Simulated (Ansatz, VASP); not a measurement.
# SnO2 in VASP and in Ansatz

File INCAR:

```
PREC = Accurate
ENCUT = 520
EDIFF = 1E-7
ISMEAR = 0
SIGMA = 0.05
LREAL = F
LASPH = T
NELM = 80
ALGO = Normal
ISIF = 2
LWAVE = F
LCHARG = T
GGA = PE
LELF = T
LVHAR = T
NBANDS = 35
```

File KPOINTS:

```
Automatic mesh
0
Gamma
  6 6 8
```

POSCAR

```
SnO2
1.0
    4.8265176357      0.0000000000      0.0000000000
    0.0000000000      4.8283676035      0.0000000000
    0.0000000000      0.0000000000      3.2381666599
Sn O
2 4
Direct
    0.4652686202      0.4652983041      0.4102565728
   -0.0347313798     -0.0347016959     -0.0897434272
    0.3064962475      0.3066616298      0.0000000000
    0.8064962475      0.1933383702      0.5000000000
    0.1935037525      0.8066616298      0.5000000000
    0.6935037525      0.6933383702      0.0000000000
```

Input for Ansatz:

```yaml
crystal:
  lattice:
    - [4.8265176357, 0.0, 0.0]
    - [0.0, 4.8283676035, 0.0]
    - [0.0, 0.0, 3.2381666599]
  atoms:
    - { symbol: Sn, position: [0.4652686202, 0.4652983041, 0.4102565728] }
    - { symbol: Sn, position: [-0.0347313798, -0.0347016959, -0.0897434272] }
    - { symbol: O, position: [0.3064962475, 0.3066616298, 0.0] }
    - { symbol: O, position: [0.8064962475, 0.1933383702, 0.5] }
    - { symbol: O, position: [0.1935037525, 0.8066616298, 0.5] }
    - { symbol: O, position: [0.6935037525, 0.6933383702, 0.0] }
basis:
  ecutwfc: 420
kpoints:
  mp_grid: { grid: [6, 6, 8] }
hamiltonian:
  xc: pbe
scf:
  occupations: { method: gaussian, width: 0.05 }
output:
  forces: true
  stress: true
  eigenvalues: true
```

Change from the starting cell: all Sn atoms moved +0.375 Å, as atom 1 towards its neighbour atom 3 (O) at 2.089 Å.

Alike in both runs: task single point; functional PBE; k mesh 6 × 6 × 8; occupations gaussian, width 0.05 eV; no spin polarisation.

```csv
,VASP,Ansatz
version,VASP 6.6.1,Ansatz 0.2.0
potentials or method,"VASP PAW PBE potentials, release 64 (Sn_d, O), cutoff 520 eV","scalar-relativistic, plane waves, PAW"
valence electrons in the cell,52,52
```

```csv
,VASP,Ansatz,Ansatz less VASP
gap on the k mesh at the Fermi level (eV),0.79,0.81,+0.025
least direct gap on the mesh (eV),0.79,0.81,+0.025
pressure (GPa),18.3,18.4,+0.09
"traceless stress, the component that is largest in VASP (GPa)",7.93,8.46,+0.534
rms of the force components (eV/Å),3.984,4.058,+0.0742
```

Atom by atom the forces differ by 0.102 eV/Å (rms over components). The functional is the same, so the differences come from potentials, cutoffs and numerics.
